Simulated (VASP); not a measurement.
# CuReS2 (I-42d) in VASP: single point with r2SCAN

Aim: the single point of CuReS2 with r2SCAN.

All numbers are computed with VASP 6.6.1; they aren't measurements. Logs are shortened: lines on timing, memory, paths and dates and some standing lists are left out, and cuts for length are marked.

## (1) The cell of the first run

The structure is tetragonal, space group I-42d (No. 122). Conventional cell: a = 5.274 Å, b = 5.274 Å, c = 10.551 Å, α = 90.00°, β = 90.00°, γ = 90.00°. Re (site symmetry -4) has 4 S at 2.38 Å within 3.1 Å. Cu (site symmetry -4) has 4 S at 2.20 Å within 2.9 Å. S (site symmetry 2) has 2 Cu at 2.20 Å and 2 Re at 2.38 Å within 2.9 Å.

## (2) Single point, r2SCAN, collinear spin, zero start

POSCAR reads:

```
CuReS2
1.0
    0.0000000000      5.2736949200      0.0000000000
    5.2736949200      0.0000000000      0.0000000000
    2.6368479600      2.6368479600     -5.2755224100
Re Cu S
2 2 4
Direct
    0.5000000000      0.5000000000      0.0000000000
    0.2500000000      0.7500000000      0.5000000000
    0.0000000000      0.0000000000      0.0000000000
    0.7500000000      0.2500000000      0.5000000000
    0.3750000000      0.3450000000      0.7500000000
    0.6550000000      0.1250000000      0.2500000000
    0.8750000000      0.9050000000      0.7500000000
    0.0950000000      0.6250000000      0.2500000000
```

INCAR.step1 reads:

```
ALGO = Normal ; EDIFF = 1E-4
ENCUT = 520 ; GGA = PE
ISMEAR = -5 ; ISPIN = 2
LASPH = T ; LCHARG = F
LMAXMIX = 4 ; LREAL = F
LWAVE = T ; MAGMOM = 0 0 0 0 0 0 0 0
NELM = 150 ; PREC = Accurate
SIGMA = 0.1
```

INCAR.step2 reads:

```
ALGO = Normal ; EDIFF = 1E-6
ENCUT = 520 ; ISIF = 2
ISMEAR = -1 ; ISPIN = 2
ISTART = 1 ; LASPH = T
LCHARG = F ; LMAXMIX = 4
LMIXTAU = T ; LORBIT = 11
LREAL = F ; LWAVE = F
MAGMOM = 0 0 0 0 0 0 0 0 ; METAGGA = R2SCAN
NELM = 150 ; PREC = Accurate
SIGMA = 0.1
```

KPOINTS reads:

```
k-points
0
Gamma
  5 5 5
```

Potentials or basis: VASP PAW PBE potentials, release 64 (Re, Cu, S).

Launch:

```bash
$ cat potpaw_PBE.64/Re/POTCAR potpaw_PBE.64/Cu/POTCAR potpaw_PBE.64/S/POTCAR > POTCAR
$ cp INCAR.step1 INCAR
$ mpirun -np 1 vasp_std > vasp.out
$ cp INCAR.step2 INCAR
$ mpirun -np 1 vasp_std > vasp.out
```

OUTCAR:

```text
EDIFF = 1E-6
   ENCUT = 520
   ISIF = 2
   ISMEAR = -1
   ISPIN = 2
   ISTART = 1
   LASPH = T
   LORBIT = 11
   LREAL = F
   METAGGA = R2SCAN
   NELM = 150
   PREC = Accurate

 ion  position               nearest neighbor table
   1  0.500  0.500  0.000-   7 2.38   8 2.38   6 2.38   5 2.38
   2  0.250  0.750  0.500-   6 2.38   5 2.38   7 2.38   8 2.38
   3  0.000  0.000  0.000-   5 2.20   8 2.20   6 2.20   7 2.20
   4  0.750  0.250  0.500-   8 2.20   5 2.20   7 2.20   6 2.20
   5  0.375  0.345  0.750-   3 2.20   4 2.20   2 2.38   1 2.38
   6  0.655  0.125  0.250-   3 2.20   4 2.20   2 2.38   1 2.38
   7  0.875  0.905  0.750-   4 2.20   3 2.20   1 2.38   2 2.38
   8  0.095  0.625  0.250-   4 2.20   3 2.20   1 2.38   2 2.38

  LATTYP: Found a body centered tetragonal cell.
 ALAT       =     5.2736949200
 C/A-ratio  =     2.0006930587

  Lattice vectors:

 A1 = (  -2.6368479600,   2.6368469600,   5.2755224100)
 A2 = (   2.6368469600,  -2.6368479600,   5.2755224100)
 A3 = (   2.6368479600,   2.6368479600,  -5.2755224100)

Analysis of symmetry for initial positions (statically):
=====================================================================
 Subroutine PRICEL returns:
 Original cell was already a primitive cell.

 Routine SETGRP: Setting up the symmetry group for a
 body centered tetragonal supercell.

 Subroutine GETGRP returns: Found  8 space group operations
 (whereof  4 operations were pure point group operations)
 out of a pool of 16 trial point group operations.

The static configuration has the point symmetry S_4 .
 The point group associated with its full space group is D_2d.

Analysis of symmetry for dynamics (positions and initial velocities):
=====================================================================
 Subroutine PRICEL returns:
 Original cell was already a primitive cell.

 Routine SETGRP: Setting up the symmetry group for a
 body centered tetragonal supercell.

 Subroutine GETGRP returns: Found  8 space group operations
 (whereof  4 operations were pure point group operations)
 out of a pool of 16 trial point group operations.

The dynamic configuration has the point symmetry S_4 .
 The point group associated with its full space group is D_2d.

Analysis of structural, dynamic, and magnetic symmetry:
=====================================================================
 Subroutine PRICEL returns:
 Original cell was already a primitive cell.

[... 154 lines left out ...]
 Free energy of the ion-electron system (eV)
  ---------------------------------------------------
  ext. energy  EPLUGINS =         0.00000000
  ---------------------------------------------------
  free energy    TOTEN  =      -158.27399568 eV

  energy without entropy =     -158.11776563  energy(sigma->0) =     -158.19588065

 E-fermi :   5.5209     XC(G=0): -11.1919

 val. band max:        5.4191067910   @ k =  -0.4000   0.2000   0.0000
 cond. band min:       5.5458121760   @ k =   0.4000   0.0000   0.0000
 fundamental gap:      0.1267053850
 Fermi energy:         5.5209135796

 spin component 1

 k-point     1 :       0.0000    0.0000    0.0000
  band No.  band energies     occupation
      1     -10.3149      1.00000
      2      -8.9549      1.00000
      3      -8.8928      1.00000
      4      -8.8928      1.00000
      5      -1.7774      1.00000
      6      -0.7152      1.00000
[... 691 lines left out ...]
     35       7.3025      0.00000
     36       7.6747      0.00000
 Fermi energy:         5.5209135796

 spin component 2

 k-point     1 :       0.0000    0.0000    0.0000
  band No.  band energies     occupation
      1     -10.3149      1.00000
      2      -8.9549      1.00000
      3      -8.8928      1.00000
      4      -8.8928      1.00000
      5      -1.7774      1.00000
      6      -0.7152      1.00000
[... 691 lines left out ...]
     35       7.3024      0.00000
     36       7.6747      0.00000

------------------------ aborting loop because EDIFF is reached ----------------------------------------

  FORCE on cell =-STRESS in cart. coord.  units (eV):
  Direction    XX          YY          ZZ          XY          YZ          ZX
  --------------------------------------------------------------------------------------
  -------------------------------------------------------------------------------------
  Total       -6.1353442     -6.1353442     -4.3137013     -0.0000000      0.0000004      0.0000004
  in kB      -66.9967962    -66.9967962    -47.1048016     -0.0000000      0.0000045      0.0000045
  external PRESSURE =     -60.3661314 kB  Pullay stress =       0.0000000 kB

 VOLUME and BASIS-vectors are now :
 -----------------------------------------------------------------------------
  energy-cutoff  :      520.00
  volume of cell :      146.72
      direct lattice vectors                 reciprocal lattice vectors
     0.000000000  5.273694920  0.000000000     0.000000000  0.189620373  0.094777362
     5.273694920  0.000000000  0.000000000     0.189620373  0.000000000  0.094777362
     2.636847960  2.636847960 -5.275522410     0.000000000  0.000000000 -0.189554687

 POSITION                                       TOTAL-FORCE (eV/Angst)
 -----------------------------------------------------------------------------------
      2.63685      2.63685      0.00000        -0.000000      0.000000      0.000000
      5.27370      2.63685     -2.63776        -0.000000      0.000000      0.000000
      0.00000      0.00000      0.00000        -0.000000      0.000000      0.000000
      2.63685      5.27370     -2.63776        -0.000000      0.000000      0.000000
      3.79706      3.95527     -3.95664         2.562669      0.000000      0.000000
      1.31842      4.11348     -1.31888        -0.000000     -2.562669      0.000000
      6.75033      6.59212     -3.95664        -2.562669      0.000000      0.000000
      3.95527      1.16021     -1.31888        -0.000000      2.562669      0.000000
 -----------------------------------------------------------------------------------
    total drift:                               -0.000121     -0.000121     -0.000107

  FREE ENERGIE OF THE ION-ELECTRON SYSTEM (eV)
  ---------------------------------------------------
  free  energy   TOTEN  =      -158.2739956769 eV

  energy  without entropy=     -158.1177656263  energy(sigma->0) =     -158.19588065

 total charge

# of ion       s       p       d       tot
------------------------------------------
    1        0.479   0.388   4.874   5.740
    2        0.479   0.388   4.874   5.740
    3        0.449   0.509   9.224  10.182
    4        0.449   0.509   9.224  10.182
    5        1.307   2.383   0.000   3.690
    6        1.307   2.383   0.000   3.690
    7        1.307   2.383   0.000   3.690
    8        1.307   2.383   0.000   3.690
--------------------------------------------------
tot          7.085  11.323  28.196  46.603

 magnetization (x)

# of ion       s       p       d       tot
------------------------------------------
    1       -0.000   0.000  -0.000  -0.000
    2       -0.000   0.000  -0.000  -0.000
    3        0.000  -0.000  -0.000  -0.000
    4        0.000  -0.000  -0.000  -0.000
    5       -0.000   0.000   0.000  -0.000
    6       -0.000   0.000   0.000  -0.000
    7       -0.000   0.000   0.000  -0.000
    8       -0.000   0.000   0.000  -0.000
--------------------------------------------------
tot         -0.000   0.000  -0.000  -0.000
```

Run time: 14 min. Hardware: 1 thread of Intel Xeon Platinum 8259CL at 2.50GHz (Skylake/Cascade Lake), shared host; peak memory 0.45 GiB.

What came out:

```yaml
Free_energy: -158.2740 eV
Pressure: -6.0 GPa
Largest_force: 2.563 eV/Å
Band_gap_on_the_k_mesh: zero (filled and empty bands overlap)
Net_moment: 0.00 μB per cell
Valence_electrons_inside_the_program's_atomic_spheres: Re 5.74; Cu 10.18; S 3.69
```

Forces in eV/Å, atoms in the order of the input:
```
Re   0.000  0.000  0.000
Re   0.000  0.000  0.000
Cu   0.000  0.000  0.000
Cu   0.000  0.000  0.000
S    2.563  0.000  0.000
S    0.000 -2.563  0.000
S   -2.563  0.000  0.000
S    0.000  2.563  0.000
```

Stress tensor (GPa, compression positive):
```
-6.70  0.00  0.00
 0.00 -6.70  0.00
 0.00  0.00 -4.71
```

Caveat: the cell stands under tension; the PAW data sets were made with another functional, which shifts forces and pressure a little; spin-orbit coupling is left out, which moves the levels of the heavy elements. With open d or f shells a metallic result of r2SCAN can be an artefact of self-interaction; +U or a hybrid may open a gap.

The gap in the log of VASP goes by the Fermi energy; the results here count the filled bands.